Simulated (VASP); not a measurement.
Set up this calculation in VASP 6.6.1, as the native input.

| Property | Result |
| --- | --- |
| Task | relaxation of cell and atoms |
| Functional | PBE |
| Potentials or basis | VASP PAW PBE potentials, release 64 (Al, B, As) |
| Cutoff | 600 eV |
| k mesh | 3 × 3 × 4 |
| Occupations | gaussian, width 0.1 eV |
| Spin | no spin polarisation |
| Dipole correction | no |
| Further INCAR settings | ALGO = Normal; EDIFF = 1e-07; IBRION = 2; EDIFFG = -0.04; NSW = 90; ISIF = 3 |

The structure of Al5BAs6 lies in POSCAR:

```
Al5BAs6
1.0
    6.5321828800      0.0000000000      0.0000000000
   -3.2660914400      5.6570363200      0.0000000000
    0.0000000000      0.0000000000      6.1981039400
Al B As
5 1 6
Direct
    0.6666666700      0.3333333300      0.0006830000
    0.3333333300      0.6666666700      0.0006830000
    0.0000000000      0.3333333300      0.5006830000
    0.6666666700      0.6666666700      0.5006830000
    0.3333333300      0.0000000000      0.5006830000
    0.0000000000      0.0000000000      0.0006830000
    0.6666666700      0.3333333300      0.3753170100
    0.3333333300      0.6666666700      0.3753170100
    0.0000000000      0.0000000000      0.3753170100
    0.0000000000      0.3333333300      0.8753170100
    0.6666666700      0.6666666700      0.8753170100
    0.3333333300      0.0000000000      0.8753170100
```

The input as run:

INCAR

```
SYSTEM = Al5BAs6
  PREC = Accurate
  ENCUT = 600
  EDIFF = 1E-7
  ISMEAR = 0
  SIGMA = 0.1
  LREAL = .FALSE.
  LASPH = .TRUE.
  NELM = 80
  ALGO = Normal
  ISIF = 3
  LWAVE = .FALSE.
  LCHARG = .FALSE.
  GGA = PE
  IBRION = 2
  NSW = 90
  EDIFFG = -0.04
```

KPOINTS

```
regular mesh
0
G
  3 3 4
  0 0 0
```

Potentials or basis: VASP PAW PBE potentials, release 64 (Al, B, As).

Command:

```console
$ cat potpaw_PBE.64/Al/POTCAR potpaw_PBE.64/B/POTCAR potpaw_PBE.64/As/POTCAR > POTCAR
$ mpirun -np 1 vasp_std > vasp.out
```

It gave:

```json
{
  "Relaxed volume": "21.73 Å³/atom",
  "Relaxed cell": "a = 6.818 Å, b = 6.818 Å, c = 6.477 Å, α = 90.00°, β = 90.00°, γ = 120.00°",
  "Space group after relaxing (to 0.1 Å)": "P31m (No. 157)",
  "Energy gained by relaxing": "246.0 meV/atom",
  "Ionic steps": "14",
  "Pressure after relaxing": "0.0 GPa",
  "Largest force after relaxing": "0.019 eV/Å",
  "Band gap on the k mesh": "1.21 eV (least direct gap 1.27 eV)"
}
```

Caveat: an odd mesh through Γ misses points on the zone boundary, where band edges can lie.

It took 8.4 min on 1 thread of Intel(R) Xeon(R) 6975P-C (Granite Rapids) (shared host), peak memory 0.44 GiB.
